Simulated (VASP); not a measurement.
# ScIn3Rh (P6/mmm) in VASP: notebook, part 2 of 2

VASP 6.6.1. The steps go on from the part before.

### 3 Relaxation of cell and atoms, PBE

This run uses another cell than the first one, of 27.76 Å³/atom.

INCAR

```
PREC = Accurate
ENCUT = 500
EDIFF = 1E-7
ISMEAR = 0
SIGMA = 0.1
LREAL = False
LASPH = True
NELM = 120
ALGO = Normal
ISIF = 3
LWAVE = False
LCHARG = False
GGA = PE
IBRION = 2
NSW = 90
EDIFFG = -0.04
GGA_COMPAT = False
NELMIN = 4
```

KPOINTS

```
Automatic mesh
0
Gamma
  6 6 4
```

POSCAR

```
ScIn3Rh
1.0
    5.7029372639      0.0000000000      0.0000000000
   -2.8514686319      4.9388885467      0.0000000000
    0.0000000000      0.0000000000      4.9278260846
Sc In Rh
1 3 1
Direct
    0.0000000000      0.0000000000      0.5000000000
    0.5000000000      0.0000000000      0.0000000000
    0.0000000000      0.5000000000      0.0000000000
    0.5000000000      0.5000000000      0.0000000000
    0.0000000000      0.0000000000      0.0000000000
```

Potentials or basis: VASP PAW PBE potentials, release 64 (Sc_sv, In_d, Rh_pv).

Started as:

```
$ cat potpaw_PBE.64/Sc_sv/POTCAR potpaw_PBE.64/In_d/POTCAR potpaw_PBE.64/Rh_pv/POTCAR > POTCAR
$ mpirun -np 1 vasp_std > vasp.out
```

OUTCAR:

```text
PREC = Accurate
   ENCUT = 500
   EDIFF = 1E-7
   ISMEAR = 0
   LREAL = False
   LASPH = True
   NELM = 120
   ISIF = 3
   GGA = PE
   IBRION = 2
   NSW = 90
   EDIFFG = -0.04
   NELMIN = 4

 ion  position               nearest neighbor table
   1  0.000  0.000  0.500-   5 2.46   5 2.46
   2  0.500  0.000  0.000-   4 2.85   4 2.85   5 2.85   5 2.85   3 2.85   3 2.85
   3  0.000  0.500  0.000-   5 2.85   5 2.85   4 2.85   4 2.85   2 2.85   2 2.85
   4  0.500  0.500  0.000-   2 2.85   2 2.85   3 2.85   3 2.85   5 2.85   5 2.85
   5  0.000  0.000  0.000-   1 2.46   1 2.46   3 2.85   3 2.85   2 2.85   2 2.85   4 2.85   4 2.85

  LATTYP: Found a hexagonal cell.
 ALAT       =     5.7029372639
 C/A-ratio  =     0.8640856205

  Lattice vectors:

 A1 = (   5.7029372639,   0.0000000000,   0.0000000000)
 A2 = (  -2.8514686319,   4.9388885467,   0.0000000000)
 A3 = (   0.0000000000,   0.0000000000,   4.9278260846)

Analysis of symmetry for initial positions (statically):
=====================================================================
 Subroutine PRICEL returns:
 Original cell was already a primitive cell.

 Routine SETGRP: Setting up the symmetry group for a
 hexagonal supercell.

 Subroutine GETGRP returns: Found 24 space group operations
 (whereof 24 operations were pure point group operations)
 out of a pool of 24 trial point group operations.

The static configuration has the point symmetry D_6h.

Analysis of symmetry for dynamics (positions and initial velocities):
=====================================================================
 Subroutine PRICEL returns:
 Original cell was already a primitive cell.

 Routine SETGRP: Setting up the symmetry group for a
 hexagonal supercell.

 Subroutine GETGRP returns: Found 24 space group operations
[... 181 lines left out ...]
      1.42573      2.46944      0.00000        -0.000000      0.000000      0.000000
      0.00000      0.00000      0.00000         0.000000      0.000000      0.000000
 -----------------------------------------------------------------------------------
    total drift:                                0.000000      0.000000     -0.000000

  FREE ENERGIE OF THE ION-ELECTRON SYSTEM (eV)
  ---------------------------------------------------
  free  energy   TOTEN  =       -20.9287369550 eV

  energy  without entropy=      -20.9086116370  energy(sigma->0) =      -20.91867430

--------------------------------------- Ionic step        2  -------------------------------------------

 number of electron      65.0000015 magnetization

 Free energy of the ion-electron system (eV)
  ---------------------------------------------------
  ext. energy  EPLUGINS =         0.00000000
  ---------------------------------------------------
  free energy    TOTEN  =       -20.93149545 eV

  energy without entropy =      -20.90890779  energy(sigma->0) =      -20.92020162

 E-fermi :   5.8443     XC(G=0):  -9.5411

 val. band max:        5.8235295800   @ k =   0.1667   0.1667   0.0000
 cond. band min:       5.8468976761   @ k =   0.0000   0.0000   0.5000
 fundamental gap:      0.0233680961
 Fermi energy:         5.8443131588

 k-point     1 :       0.0000    0.0000    0.0000
  band No.  band energies     occupation
      1     -45.1029      2.00000
      2     -41.0395      2.00000
      3     -40.7593      2.00000
      4     -40.7593      2.00000
      5     -23.7265      2.00000
      6     -23.7265      2.00000
[... 871 lines left out ...]
     38       6.8168      0.00000
     39       7.1027      0.00000

------------------------ aborting loop because EDIFF is reached ----------------------------------------

  FORCE on cell =-STRESS in cart. coord.  units (eV):
  Direction    XX          YY          ZZ          XY          YZ          ZX
  --------------------------------------------------------------------------------------
  -------------------------------------------------------------------------------------
  Total       -0.0987492     -0.0987492     -0.1605440     -0.0000000      0.0000000      0.0000000
  in kB       -1.1375521     -1.1375521     -1.8494038     -0.0000000      0.0000000      0.0000000
  external PRESSURE =      -1.3748360 kB  Pullay stress =       0.0000000 kB

 VOLUME and BASIS-vectors are now :
 -----------------------------------------------------------------------------
  energy-cutoff  :      500.00
  volume of cell :      139.08
      direct lattice vectors                 reciprocal lattice vectors
     5.723555603  0.000000000 -0.000000000     0.174716569  0.100872658  0.000000000
    -2.861777801  4.956744552  0.000000000    -0.000000000  0.201745317 -0.000000000
    -0.000000000  0.000000000  4.902418922     0.000000000 -0.000000000  0.203980936

 POSITION                                       TOTAL-FORCE (eV/Angst)
 -----------------------------------------------------------------------------------
      5.72356      0.00000      2.45121        -0.000000      0.000000      0.000000
      2.86178      0.00000     -0.00000         0.000000      0.000000      0.000000
     -1.43089      2.47837      0.00000         0.000000      0.000000      0.000000
      1.43089      2.47837     -0.00000        -0.000000     -0.000000      0.000000
      0.00000      0.00000     -0.00000         0.000000      0.000000      0.000000
 -----------------------------------------------------------------------------------
    total drift:                                0.000000      0.000000     -0.000000

  FREE ENERGIE OF THE ION-ELECTRON SYSTEM (eV)
  ---------------------------------------------------
  free  energy   TOTEN  =       -20.9314954468 eV

  energy  without entropy=      -20.9089077949  energy(sigma->0) =      -20.92020162

 reached required accuracy - stopping structural energy minimisation
```

CONTCAR:

```text
ScIn3Rh
   1.00000000000000
     5.7235556026004923    0.0000000000002087   -0.0000000000000000
    -2.8617778012498847    4.9567445517980691    0.0000000000000000
    -0.0000000000000000    0.0000000000000000    4.9024189221233270
  Sc              In              Rh
     1     3     1
Direct
     1.0000000000000000    0.0000000000000000    0.5000000000000000
     0.5000000000000000    0.0000000000000000    0.0000000000000000
     0.0000000000000000    0.5000000000000000    0.0000000000000000
     0.5000000000000000    0.5000000000000000    0.0000000000000000
     0.0000000000000000    0.0000000000000000    0.0000000000000000

  0.00000000E+00  0.00000000E+00  0.00000000E+00
  0.00000000E+00  0.00000000E+00  0.00000000E+00
  0.00000000E+00  0.00000000E+00  0.00000000E+00
  0.00000000E+00  0.00000000E+00  0.00000000E+00
  0.00000000E+00  0.00000000E+00  0.00000000E+00
```

Run time: 87 s. Hardware: 1 thread of Intel Xeon 6975P-C (Granite Rapids), shared host; peak memory 0.31 GiB.

Results:

* Free energy: -20.9315 eV
* Relaxed volume: 27.82 Å³/atom
* Relaxed cell: a = 5.724 Å, b = 5.724 Å, c = 4.902 Å, α = 90.00°, β = 90.00°, γ = 120.00°
* Space group after relaxing (to 0.1 Å): P6/mmm (No. 191)
* Energy gained by relaxing: 0.6 meV/atom
* Ionic steps: 2
* Pressure after relaxing: -0.1 GPa
* Band gap on the k mesh: zero (an odd number of electrons rules out a gap without spin polarisation)

Step by step:
| step | energy change (eV) | largest force (eV/Å) | pressure (GPa) | volume (Å³) |
| --- | --- | --- | --- | --- |
| 1 | 0.0000 | 0.0000 | 0.08 | 138.80 |
| 2 | -0.0028 | 0.0000 | -0.14 | 139.08 |

Final structure:
```cif
data_structure
_symmetry_space_group_name_H-M 'P 1'
_symmetry_Int_Tables_number 1
_cell_length_a 5.7236
_cell_length_b 5.7236
_cell_length_c 4.9024
_cell_angle_alpha 90.000
_cell_angle_beta 90.000
_cell_angle_gamma 120.000
_cell_volume 139.08
loop_
_atom_site_label
_atom_site_type_symbol
_atom_site_fract_x
_atom_site_fract_y
_atom_site_fract_z
_atom_site_occupancy
Sc1 Sc 0.00000 0.00000 0.50000 1
In1 In 0.50000 0.00000 0.00000 1
In2 In 0.00000 0.50000 0.00000 1
In3 In 0.50000 0.50000 0.00000 1
Rh1 Rh 0.00000 0.00000 0.00000 1
```

Levels at points of the mesh, in eV from the Fermi level:
```tsv
k point	band 29	band 30	band 31	band 32	band 33	band 34	band 35	band 36	band 37	band 38
(0.00, 0.00, 0.00)	-3.09	-2.04	-2.04	-1.23	-0.31	-0.31	0.19	0.83	1.23	1.23
(0.50, 0.00, 0.00)	-3.58	-3.19	-1.31	0.68	0.84	0.87	0.93	1.04	1.92	2.37
(0.00, 0.00, 0.50)	-2.91	-2.58	-2.27	-2.27	0.00	0.00	0.15	0.15	0.34	1.66
(0.50, 0.00, 0.50)	-3.05	-2.52	-1.98	-1.12	-0.95	0.17	0.55	0.64	0.73	0.78
```

Caveat: spin-orbit coupling is left out, which moves the levels of the heavy elements.

### 4 Single point, PBE

This run uses another cell than the first one, of 27.65 Å³/atom.

INCAR

```
PREC = Accurate
ENCUT = 500
EDIFF = 1E-6
ISMEAR = 0
SIGMA = 0.1
LREAL = False
LASPH = True
NELM = 120
ALGO = Normal
ISIF = 2
LWAVE = False
LCHARG = False
GGA = PE
NBANDS = 40
GGA_COMPAT = False
```

KPOINTS

```
Automatic mesh
0
Gamma
  12 12 8
```

Changes to POSCAR since step 3:

```diff
@@ -2,5 +2,5 @@
 1.0
-    5.7029372639      0.0000000000      0.0000000000
-   -2.8514686319      4.9388885467      0.0000000000
-    0.0000000000      0.0000000000      4.9278260846
+    5.7358727194      0.0000000000      0.0000000000
+   -2.8679363597      4.9674114879      0.0000000000
+    0.0000000000      0.0000000000      4.8517920874
 Sc In Rh
```

Potentials or basis: VASP PAW PBE potentials, release 64 (Sc_sv, In_d, Rh_pv).

Started as:

```
$ cat potpaw_PBE.64/Sc_sv/POTCAR potpaw_PBE.64/In_d/POTCAR potpaw_PBE.64/Rh_pv/POTCAR > POTCAR
$ mpirun -np 1 vasp_std > vasp.out
```

OUTCAR:

```text
PREC = Accurate
   ENCUT = 500
   EDIFF = 1E-6
   ISMEAR = 0
   LREAL = False
   LASPH = True
   NELM = 120
   ISIF = 2
   GGA = PE

 ion  position               nearest neighbor table
   1  0.000  0.000  0.500-   5 2.43   5 2.43
   2  0.500  0.000  0.000-   5 2.87   5 2.87   3 2.87   4 2.87   4 2.87   3 2.87
   3  0.000  0.500  0.000-   4 2.87   4 2.87   5 2.87   5 2.87   2 2.87   2 2.87
   4  0.500  0.500  0.000-   3 2.87   3 2.87   5 2.87   2 2.87   2 2.87   5 2.87
   5  0.000  0.000  0.000-   1 2.43   1 2.43   2 2.87   2 2.87   3 2.87   3 2.87   4 2.87   4 2.87

[... 1237 lines left out ...]
  -------------------------------------------------------------------------------------
  Total       -0.0207945     -0.0207945      0.2459718      0.0000000      0.0000000      0.0000000
  in kB       -0.2410060     -0.2410060      2.8507823      0.0000000      0.0000000      0.0000000
  external PRESSURE =       0.7895901 kB  Pullay stress =       0.0000000 kB

 VOLUME and BASIS-vectors are now :
 -----------------------------------------------------------------------------
  energy-cutoff  :      500.00
  volume of cell :      138.24
      direct lattice vectors                 reciprocal lattice vectors
     5.735872719  0.000000000  0.000000000     0.174341386  0.100656046  0.000000000
    -2.867936360  4.967411488  0.000000000     0.000000000  0.201312092  0.000000000
     0.000000000  0.000000000  4.851792087     0.000000000  0.000000000  0.206109409

 POSITION                                       TOTAL-FORCE (eV/Angst)
 -----------------------------------------------------------------------------------
      0.00000      0.00000      2.42590         0.000000      0.000000      0.000000
      2.86794      0.00000      0.00000         0.000000      0.000000      0.000000
     -1.43397      2.48371      0.00000        -0.000000      0.000000      0.000000
      1.43397      2.48371      0.00000        -0.000000      0.000000      0.000000
      0.00000      0.00000      0.00000         0.000000      0.000000      0.000000
 -----------------------------------------------------------------------------------
    total drift:                                0.000000      0.000000     -0.000000

  FREE ENERGIE OF THE ION-ELECTRON SYSTEM (eV)
  ---------------------------------------------------
  free  energy   TOTEN  =       -20.9433396369 eV

  energy  without entropy=      -20.9245285801  energy(sigma->0) =      -20.93393411
```

OSZICAR:

```text
N       E                     dE             d eps       ncg     rms          rms(c)
DAV:   1     0.862926909023E+03    0.86293E+03   -0.30747E+04  7656   0.197E+03
DAV:   2     0.828033743890E+02   -0.78012E+03   -0.76401E+03  7704   0.611E+02
DAV:   3    -0.179922948426E+02   -0.10080E+03   -0.97400E+02 10056   0.236E+02
DAV:   4    -0.232993707361E+02   -0.53071E+01   -0.51964E+01 10144   0.577E+01
DAV:   5    -0.235487172252E+02   -0.24935E+00   -0.24913E+00 11872   0.133E+01    0.112E+01
DAV:   6    -0.220461619727E+02    0.15026E+01   -0.13357E+01 10168   0.271E+01    0.113E+01
DAV:   7    -0.212412507461E+02    0.80491E+00   -0.80357E+00  9928   0.163E+01    0.411E+00
DAV:   8    -0.209772163634E+02    0.26403E+00   -0.15296E+00  9976   0.846E+00    0.163E+00
DAV:   9    -0.209472101093E+02    0.30006E-01   -0.17657E-01 10136   0.276E+00    0.936E-01
DAV:  10    -0.209485939841E+02   -0.13839E-02   -0.65663E-02 12048   0.146E+00    0.658E-01
DAV:  11    -0.209435527248E+02    0.50413E-02   -0.14407E-02 10720   0.704E-01    0.218E-01
DAV:  12    -0.209433336359E+02    0.21909E-03   -0.15661E-03 10000   0.240E-01    0.854E-02
DAV:  13    -0.209433431941E+02   -0.95582E-05   -0.10854E-04 11968   0.649E-02    0.358E-02
DAV:  14    -0.209433438103E+02   -0.61621E-06   -0.12655E-05 10472   0.334E-02    0.149E-02
DAV:  15    -0.209433398203E+02    0.39900E-05   -0.19497E-05  8608   0.253E-02    0.504E-03
DAV:  16    -0.209433396369E+02    0.18344E-06   -0.14372E-06  5776   0.859E-03
   1 F= -.20943340E+02 E0= -.20933934E+02  d E =-.188111E-01
```

stdout:

```text
POSCAR found type information on POSCAR ScInRh
 POSCAR found :  3 types and       5 ions
 scaLAPACK will be used
 LDA part: xc-table for (Slater+PW92), standard interpolation
 POSCAR, INCAR and KPOINTS ok, starting setup
 FFT: planning ... GRIDC
 FFT: planning ... GRID_SOFT
 FFT: planning ... GRID
 WAVECAR not read
 entering main loop
```

Wall time 3.5 min (1 thread of Intel Xeon 6975P-C (Granite Rapids), shared host); peak memory 0.57 GiB.

Results:

| Quantity | Value |
| --- | --- |
| Free energy | -20.9433 eV |
| Pressure | 0.1 GPa |
| Band gap on the k mesh | zero (an odd number of electrons rules out a gap without spin polarisation) |

Stress tensor (GPa, compression positive):
```
-0.02  0.00  0.00
 0.00 -0.02  0.00
 0.00  0.00  0.29
```

Caveat: spin-orbit coupling is left out, which moves the levels of the heavy elements.

### 5 The runs side by side

| task | cell | k mesh | gap on the mesh (eV) | pressure (GPa) | relaxed volume (Å³/atom) |
| --- | --- | --- | --- | --- | --- |
| relaxation of cell and atoms | relaxed from a = 5.831, b = 5.831, c = 4.533 Å, angles 90.0, 90.0, 120.0°, 5 atoms | 3 × 3 × 4 | none | 0.0 | 27.79 |
| relaxation of cell and atoms | relaxed from a = 5.703, b = 5.703, c = 4.928 Å, angles 90.0, 90.0, 120.0°, 5 atoms | 6 × 6 × 4 | none | -0.1 | 27.82 |
| single point | a = 5.736, b = 5.736, c = 4.852 Å, angles 90.0, 90.0, 120.0°, 5 atoms | 12 × 12 × 8 | none | 0.1 | - |

Alike in all rows: level PBE; potentials or basis VASP PAW PBE potentials, release 64 (Sc_sv, In_d, Rh_pv); no spin polarisation; cutoff (eV) 500; smearing gaussian 0.1 eV.

Caveats: some runs use coarse meshes; spin-orbit coupling is left out, which moves the levels of the heavy elements.

Absolute energies hang on the potentials; compare differences alone.

The gap in the log of VASP goes by the Fermi energy; the results here count the filled bands.